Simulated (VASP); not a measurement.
A run of VASP 6.6.1:

Contents of POSCAR:

```
Sc
1.0
    0.0000000000      2.3272625000      2.2705000000
    2.3272625000      0.0000000000      2.2705000000
    2.3272625000      2.3272625000      0.0000000000
Sc
1
Direct
    0.0000000000      0.0000000000      0.0000000000
```

The input INCAR.step1:

```
ALGO = Normal ; EDIFF = 1E-4
ENCUT = 520 ; GGA = PE
ISMEAR = 0 ; LASPH = True
LCHARG = False ; LREAL = False
LWAVE = True ; NBANDS = 12
NELM = 100 ; PREC = Accurate
SIGMA = 0.15
```

INCAR.step2

```
ALGO = Normal ; EDIFF = 1E-7
ENCUT = 520 ; ISIF = 2
ISMEAR = 0 ; ISTART = 1
LASPH = True ; LCHARG = True
LELF = True ; LMIXTAU = True
LREAL = False ; LVHAR = True
LWAVE = False ; METAGGA = R2SCAN
NBANDS = 12 ; NELM = 100
PREC = Accurate ; SIGMA = 0.15
```

KPOINTS

```
k-points
0
Gamma
  18 18 18
```

Potentials or basis: VASP PAW PBE potentials, release 64 (Sc_sv).

Launch:

```console
$ cat potpaw_PBE.64/Sc_sv/POTCAR > POTCAR
$ cp INCAR.step1 INCAR
$ mpirun -np 1 vasp_std > vasp.out
$ cp INCAR.step2 INCAR
$ mpirun -np 1 vasp_std > vasp.out
```

Hardware: 1 thread of Intel(R) Xeon(R) 6975P-C (Granite Rapids), on a shared host.

Problem. Estimate the wall time of this run.

Solution. Run time: 5.5 min on 1 thread of Intel(R) Xeon(R) 6975P-C (Granite Rapids), with other jobs on the host, peak memory 0.25 GiB. Counts: k points 480.
